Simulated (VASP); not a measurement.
# MgS in VASP: further runs

MgS is run at these levels: HSE06; tasks: single point.

All numbers are computed with VASP 6.6.1; they aren't measurements. Logs are shortened: lines on timing, memory, paths and dates and some standing lists are left out, and cuts for length are marked.

**1. The cell of the first run**

The structure is tetragonal, space group I4/mmm (No. 139). Conventional cell: a = 3.679 Å, b = 3.679 Å, c = 5.185 Å, α = 90.00°, β = 90.00°, γ = 90.00°. Mg (site symmetry 4/mmm) has 6 S at 2.59 to 2.60 Å within 3.4 Å. S (site symmetry 4/mmm) has 6 Mg at 2.59 to 2.60 Å within 3.4 Å.

**2. Single point, HSE06 (uniaxial x strain -0.3%)**

Contents of POSCAR:

```
MgS
1.0
    0.0000000000      2.6015179373      2.6015179373
    2.5924126245      0.0000000000      2.6015179373
    2.5924126245      2.6015179373      0.0000000000
Mg S
1 1
Direct
    0.0000000000      0.0000000000      0.0000000000
    0.5000000000      0.5000000000      0.5000000000
```

Contents of INCAR.step1:

```
PREC = Accurate ; ENCUT = 520
EDIFF = 1E-5 ; ISMEAR = 0
SIGMA = 0.01 ; LREAL = False
LASPH = True ; NELM = 100
ALGO = Normal ; ISIF = 2
LWAVE = True ; LCHARG = False
NBANDS = 11 ; GGA = PE
```

Contents of INCAR.step2:

```
PREC = Accurate ; ENCUT = 520
EDIFF = 1E-6 ; ISMEAR = 0
SIGMA = 0.01 ; LREAL = False
LASPH = True ; NELM = 100
ALGO = Normal ; ISIF = 2
LWAVE = False ; LCHARG = False
GGA = PE ; LHFCALC = True
HFSCREEN = 0.2079 ; PRECFOCK = Normal
NBANDS = 11 ; ISTART = 1
```

Contents of KPOINTS:

```
regular mesh
0
Gamma
  6 6 6
```

Potentials or basis: VASP PAW PBE potentials, release 64 (Mg, S).

Started as:

```
cat potpaw_PBE.64/Mg/POTCAR potpaw_PBE.64/S/POTCAR > POTCAR
cp INCAR.step1 INCAR
mpirun -np 1 vasp_std > vasp.out
cp INCAR.step2 INCAR
mpirun -np 1 vasp_std > vasp.out
```

OUTCAR:

```text
PREC = Accurate
   ENCUT = 520
   EDIFF = 1E-6
   ISMEAR = 0
   LREAL = False
   LASPH = True
   NELM = 100
   ISIF = 2
   GGA = PE
   LHFCALC = True
   HFSCREEN = 0.2079
   PRECFOCK = Normal
   ISTART = 1

 ion  position               nearest neighbor table
   1  0.000  0.000  0.000-   2 2.59   2 2.59   2 2.60   2 2.60   2 2.60   2 2.60
   2  0.500  0.500  0.500-   1 2.59   1 2.59   1 2.60   1 2.60   1 2.60   1 2.60

  LATTYP: Found a body centered tetragonal cell.
 ALAT       =     3.6791019497
 C/A-ratio  =     1.4092638149

  Lattice vectors:

 A1 = (  -2.5924126245,   0.0000000000,  -2.6015179373)
 A2 = (  -2.5924126245,   0.0000000000,   2.6015179373)
 A3 = (   2.5924126245,   2.6015179373,   0.0000000000)

Analysis of symmetry for initial positions (statically):
=====================================================================
 Subroutine PRICEL returns:
 Original cell was already a primitive cell.

 Routine SETGRP: Setting up the symmetry group for a
 body centered tetragonal supercell.

 Subroutine GETGRP returns: Found 16 space group operations
 (whereof 16 operations were pure point group operations)
 out of a pool of 16 trial point group operations.

The static configuration has the point symmetry D_4h.

Analysis of symmetry for dynamics (positions and initial velocities):
=====================================================================
 Subroutine PRICEL returns:
 Original cell was already a primitive cell.

 Routine SETGRP: Setting up the symmetry group for a
 body centered tetragonal supercell.

 Subroutine GETGRP returns: Found 16 space group operations
 (whereof 16 operations were pure point group operations)
 out of a pool of 16 trial point group operations.

The dynamic configuration has the point symmetry D_4h.

 Subroutine INISYM returns: Found 16 space group operations
 (whereof 16 operations are pure point group operations),
 and found     1 'primitive' translations

----------------------------------------------------------------------------------------

                                     Primitive cell

  volume of cell :      35.0904

  direct lattice vectors                    reciprocal lattice vectors
     0.000000000  2.601517937  2.601517937    -0.192870531  0.192195484  0.192195484
     2.592412625  0.000000000  2.601517937     0.192870531 -0.192195484  0.192195484
     2.592412625  2.601517937  0.000000000     0.192870531  0.192195484 -0.192195484

[... 99 lines left out ...]
   EFERMI_NEDOS =   21; number of points for ismear=-14 and -15
   IALGO  =     38    algorithm
   IMIX   =      1    mixing-type and parameters
     AMIX     =   0.40;   BMIX     =  1.00
     AMIX_MAG =   1.60;   BMIX_MAG =  1.00
  volume/ion in A,a.u.               =      17.55       118.40
  Fermi-wavevector in a.u.,A,eV,Ry     =   1.000097  1.889910 13.608473  1.000195
  Thomas-Fermi vector in A             =   2.132431
   LORBIT       =      0    0 simple, 1 ext, 2 COOP (PROOUT), +10 PAW based schemes
   GGA     = PE    functional components
   LHFCALC =     T    Hartree Fock is set to
   PRECFOCK=normal    Normal, Fast or Accurate (Low or Medium for compatibility)
   ENCUT4O =  -1.0   cutoff for four orbital integrals eV
   NKREDX  =     1    reduce k-point grid by
   NKREDY  =     1    reduce k-point grid by
   NKREDZ  =     1    reduce k-point grid by
   AEXX    =    0.2500 exact exchange contribution
   HFSCREEN=    0.2079 screening length (either q_TF or 0.3 A-1)
   HFSCREENC=   0.2079 screening length for correlation (either q_TF or 0.3 A-1)
   ENCUTFOCK=  -1.0 apply spherical cutoff to Coloumb kernel
   IVDW    =     0    specifies the selected vdW correction
   LEPSILON=     F    determine dielectric tensor
   LRPA    =     F    only Hartree local field effects (RPA)
 non-spin polarized calculation
 Gauss-broadening in eV      SIGMA  =   0.01
  energy-cutoff  :      520.00
  volume of cell :       35.09
 maximum number of plane-waves:       960
  NGX = 24; NGY = 24; NGZ = 24

 number of electron       8.0000000 magnetization

 Free energy of the ion-electron system (eV)
  ---------------------------------------------------
  ext. energy  EPLUGINS =         0.00000000
  ---------------------------------------------------
  free energy    TOTEN  =        -9.88729132 eV

  energy without entropy =       -9.88729132  energy(sigma->0) =       -9.88729132

 E-fermi :   3.2397     XC(G=0):  -8.0617

 val. band max:        3.1018405133   @ k =   0.0000   0.0000   0.0000
 cond. band min:       6.8427998612   @ k =   0.0000   0.5000   0.5000
 fundamental gap:      3.7409593479
 Fermi energy:         3.2396641620

 k-point     1 :       0.0000    0.0000    0.0000
  band No.  band energies     occupation
      1     -10.8896      2.00000
      2       3.0846      2.00000
      3       3.1018      2.00000
      4       3.1018      2.00000
      5       7.9219      0.00000
      6      12.1865      0.00000
      7      12.1865      0.00000
      8      12.2240      0.00000
      9      14.7641      0.00000
     10      14.8162      0.00000
     11      16.8395      0.00000
[... 309 lines left out ...]
 k-point    24 :       0.3333   -0.3333    0.1667
  band No.  band energies     occupation
      1      -9.1131      2.00000
      2      -1.1912      2.00000
      3       0.1355      2.00000
      4       1.3742      2.00000
      5       9.5479      0.00000
      6      10.9795      0.00000
      7      13.0662      0.00000
      8      13.3238      0.00000
      9      16.7547      0.00000
     10      18.5581      0.00000
     11      20.4187      0.00000

 [... further k-points ...]

------------------------ aborting loop because EDIFF is reached ----------------------------------------

  FORCE on cell =-STRESS in cart. coord.  units (eV):
  Direction    XX          YY          ZZ          XY          YZ          ZX
  --------------------------------------------------------------------------------------
  -------------------------------------------------------------------------------------
  Total       -0.0419401     -0.1226356     -0.1226356      0.0000000      0.0000000     -0.0000000
  in kB       -1.9149268     -5.5993713     -5.5993713      0.0000000      0.0000000     -0.0000000
  external PRESSURE =      -4.3712231 kB  Pullay stress =       0.0000000 kB

 VOLUME and BASIS-vectors are now :
 -----------------------------------------------------------------------------
  energy-cutoff  :      520.00
  volume of cell :       35.09
      direct lattice vectors                 reciprocal lattice vectors
     0.000000000  2.601517937  2.601517937    -0.192870531  0.192195484  0.192195484
     2.592412625  0.000000000  2.601517937     0.192870531 -0.192195484  0.192195484
     2.592412625  2.601517937  0.000000000     0.192870531  0.192195484 -0.192195484

 POSITION                                       TOTAL-FORCE (eV/Angst)
 -----------------------------------------------------------------------------------
      0.00000      0.00000      0.00000         0.000000      0.000000      0.000000
      2.59241      2.60152      2.60152        -0.000000      0.000000      0.000000
 -----------------------------------------------------------------------------------
    total drift:                                0.000000     -0.000000      0.000000

  FREE ENERGIE OF THE ION-ELECTRON SYSTEM (eV)
  ---------------------------------------------------
  free  energy   TOTEN  =        -9.8872913174 eV

  energy  without entropy=       -9.8872913174  energy(sigma->0) =       -9.88729132
```

OUTCAR.step1:

```text
PREC = Accurate
   ENCUT = 520
   EDIFF = 1E-5
   ISMEAR = 0
   LREAL = False
[... 559 lines left out ...]
      0.00000      0.00000      0.00000         0.000000      0.000000      0.000000
      2.59241      2.60152      2.60152         0.000000     -0.000000     -0.000000
 -----------------------------------------------------------------------------------
    total drift:                                0.000000      0.000000      0.000000

  FREE ENERGIE OF THE ION-ELECTRON SYSTEM (eV)
  ---------------------------------------------------
  free  energy   TOTEN  =        -8.4982532694 eV

  energy  without entropy=       -8.4982532694  energy(sigma->0) =       -8.49825327
```

OSZICAR.step1:

```text
N       E                     dE             d eps       ncg     rms          rms(c)
DAV:   1     0.208510799755E+02    0.20851E+02   -0.35050E+03   692   0.590E+02
DAV:   2    -0.761624089239E+01   -0.28467E+02   -0.26533E+02   854   0.101E+02
DAV:   3    -0.889576135746E+01   -0.12795E+01   -0.12771E+01   813   0.221E+01
DAV:   4    -0.890360857762E+01   -0.78472E-02   -0.78464E-02   789   0.210E+00
DAV:   5    -0.890367831018E+01   -0.69733E-04   -0.69732E-04   841   0.197E-01    0.443E+00
DAV:   6    -0.853875628155E+01    0.36492E+00   -0.77878E-01   753   0.350E+00    0.346E+00
DAV:   7    -0.849838707702E+01    0.40369E-01   -0.21686E-01   783   0.203E+00    0.229E+00
DAV:   8    -0.849853001244E+01   -0.14294E-03   -0.14770E-02   720   0.741E-01    0.102E+00
DAV:   9    -0.849824046251E+01    0.28955E-03   -0.78856E-04   786   0.164E-01    0.357E-01
DAV:  10    -0.849825666191E+01   -0.16199E-04   -0.23100E-04   763   0.701E-02    0.424E-02
DAV:  11    -0.849825326940E+01    0.33925E-05   -0.22091E-05   736   0.209E-02
   1 F= -.84982533E+01 E0= -.84982533E+01  d E =-.622673E-32
```

Run time: 9.3 min. Hardware: 1 thread of Intel Xeon 6975P-C (Granite Rapids), shared host; peak memory 0.28 GiB.

Results:

| Quantity | Value |
| --- | --- |
| Free energy | -9.8873 eV |
| Pressure | -0.4 GPa |
| Band gap on the k mesh | 3.74 eV (least direct gap 4.82 eV) |

Stress tensor (GPa, compression positive):
```
-0.19  0.00  0.00
 0.00 -0.56  0.00
 0.00  0.00 -0.56
```

Caveat: the cell differs from its parent crystal (uniaxial x strain -0.3%); the PAW data sets were made with another functional, which shifts forces and pressure a little. A k mesh can miss the band edges.

**3. Single point, HSE06 (strain along [111] -0.3%)**

Contents of POSCAR:

```
MgS
1.0
   -0.0058967740      2.5956211633      2.5956211633
    2.5956211633     -0.0058967740      2.5956211633
    2.5956211633      2.5956211633     -0.0058967740
Mg S
1 1
Direct
    0.0000000000      0.0000000000      0.0000000000
    0.5000000000      0.5000000000      0.5000000000
```

Contents of INCAR.step1:

```
PREC = Accurate ; ENCUT = 520
EDIFF = 1E-5 ; ISMEAR = 0
SIGMA = 0.01 ; LREAL = F
LASPH = T ; NELM = 100
ALGO = Normal ; ISIF = 2
LWAVE = T ; LCHARG = F
NBANDS = 11 ; GGA = PE
```

Contents of INCAR.step2:

```
PREC = Accurate ; ENCUT = 520
EDIFF = 1E-6 ; ISMEAR = 0
SIGMA = 0.01 ; LREAL = F
LASPH = T ; NELM = 100
ALGO = Normal ; ISIF = 2
LWAVE = F ; LCHARG = F
GGA = PE ; LHFCALC = T
HFSCREEN = 0.2079 ; PRECFOCK = Normal
NBANDS = 11 ; ISTART = 1
```

Contents of KPOINTS:

```
Automatic mesh
0
Gamma
  6 6 6
```

Potentials or basis: VASP PAW PBE potentials, release 64 (Mg, S).

Started as:

```
cat potpaw_PBE.64/Mg/POTCAR potpaw_PBE.64/S/POTCAR > POTCAR
cp INCAR.step1 INCAR
mpirun -np 1 vasp_std > vasp.out
cp INCAR.step2 INCAR
mpirun -np 1 vasp_std > vasp.out
```

OUTCAR:

```text
PREC = Accurate
   ENCUT = 520
   EDIFF = 1E-6
   ISMEAR = 0
   LREAL = F
   LASPH = T
   NELM = 100
   ISIF = 2
   GGA = PE
   LHFCALC = T
   HFSCREEN = 0.2079
   PRECFOCK = Normal
   ISTART = 1

 ion  position               nearest neighbor table
   1  0.000  0.000  0.000-   2 2.60   2 2.60   2 2.60   2 2.60   2 2.60   2 2.60
   2  0.500  0.500  0.500-   1 2.60   1 2.60   1 2.60   1 2.60   1 2.60   1 2.60

[... 534 lines left out ...]

 [... further k-points ...]

------------------------ aborting loop because EDIFF is reached ----------------------------------------

  FORCE on cell =-STRESS in cart. coord.  units (eV):
  Direction    XX          YY          ZZ          XY          YZ          ZX
  --------------------------------------------------------------------------------------
  -------------------------------------------------------------------------------------
  Total       -0.0979225     -0.0979225     -0.0979225      0.0288263      0.0288263      0.0288263
  in kB       -4.4705577     -4.4705577     -4.4705577      1.3160362      1.3160362      1.3160362
  external PRESSURE =      -4.4705577 kB  Pullay stress =       0.0000000 kB

 VOLUME and BASIS-vectors are now :
 -----------------------------------------------------------------------------
  energy-cutoff  :      520.00
  volume of cell :       35.09
      direct lattice vectors                 reciprocal lattice vectors
    -0.005896774  2.595621163  2.595621163    -0.191976920  0.192414049  0.192414049
     2.595621163 -0.005896774  2.595621163     0.192414049 -0.191976920  0.192414049
     2.595621163  2.595621163 -0.005896774     0.192414049  0.192414049 -0.191976920

 POSITION                                       TOTAL-FORCE (eV/Angst)
 -----------------------------------------------------------------------------------
      0.00000      0.00000      0.00000         0.000000      0.000000     -0.000000
      2.59267      2.59267      2.59267        -0.000000     -0.000000      0.000000
 -----------------------------------------------------------------------------------
    total drift:                                0.000000      0.000000      0.000000

  FREE ENERGIE OF THE ION-ELECTRON SYSTEM (eV)
  ---------------------------------------------------
  free  energy   TOTEN  =        -9.8872796460 eV

  energy  without entropy=       -9.8872796460  energy(sigma->0) =       -9.88727965
```

OUTCAR.step1:

```text
PREC = Accurate
   ENCUT = 520
   EDIFF = 1E-5
   ISMEAR = 0
   LREAL = F
   LASPH = T
[... 557 lines left out ...]
 -----------------------------------------------------------------------------------
      0.00000      0.00000      0.00000        -0.000000     -0.000000     -0.000000
      2.59267      2.59267      2.59267         0.000000      0.000000      0.000000
 -----------------------------------------------------------------------------------
    total drift:                                0.000000      0.000000      0.000000

  FREE ENERGIE OF THE ION-ELECTRON SYSTEM (eV)
  ---------------------------------------------------
  free  energy   TOTEN  =        -8.4982848328 eV

  energy  without entropy=       -8.4982848328  energy(sigma->0) =       -8.49828483
```

It took 10 min on 1 thread of Intel Xeon 6975P-C (Granite Rapids), shared host; peak memory 0.28 GiB.

What came out:

```yaml
Free_energy: -9.8873 eV
Pressure: -0.4 GPa
Band_gap_on_the_k_mesh: 3.74 eV (least direct gap 4.80 eV)
```

Stress tensor (GPa, compression positive):
```
-0.45  0.13  0.13
 0.13 -0.45  0.13
 0.13  0.13 -0.45
```

Caveat: the cell differs from its parent crystal (strain along [111] -0.3%); the PAW data sets were made with another functional, which shifts forces and pressure a little. A k mesh can miss the band edges.
